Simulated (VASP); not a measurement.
Input of a VASP 6.6.1 run:

Contents of INCAR:

```
SYSTEM = CdO
  PREC = Accurate
  ENCUT = 700
  EDIFF = 1E-6
  ISMEAR = -1
  SIGMA = 0.05
  LREAL = .False.
  LASPH = .True.
  NELM = 120
  ALGO = Normal
  ISIF = 2
  LWAVE = .False.
  LCHARG = .False.
  GGA = RE
  IVDW = 13
  NBANDS = 20
  GGA_COMPAT = .False.
```

The input KPOINTS:

```
Automatic mesh
0
Gamma
  10 10 10
  0 0 0
```

POSCAR

```
CdO
1.0
    0.0000000000      2.3177461075      2.3177461075
    2.3177461075      0.0000000000      2.3177461075
    2.3177461075      2.3177461075      0.0000000000
Cd O
1 1
Direct
    0.0000000000      0.0000000000      0.0000000000
    0.5000000000      0.5000000000      0.5000000000
```

Potentials or basis: VASP PAW PBE potentials, release 64 (Cd_sv_GW, O).

Run with:

```bash
$ cat potpaw_PBE.64/Cd_sv_GW/POTCAR potpaw_PBE.64/O/POTCAR > POTCAR
$ mpirun -np 1 vasp_std > vasp.out
```

(1) What does it give for the dispersion energy per atom?

(2) Estimate the band gap on the k mesh.

(3) Predict the pressure.

Results:

(1) -0.613 eV.

(2) zero (bands 13 and 14 overlap by 0.27 eV).

(3) 8.9 GPa.

Caveat: the cell stands under pressure; semilocal functionals underestimate gaps, and a narrow one can read as zero; the PAW data sets were made with another functional, which shifts forces and pressure a little.
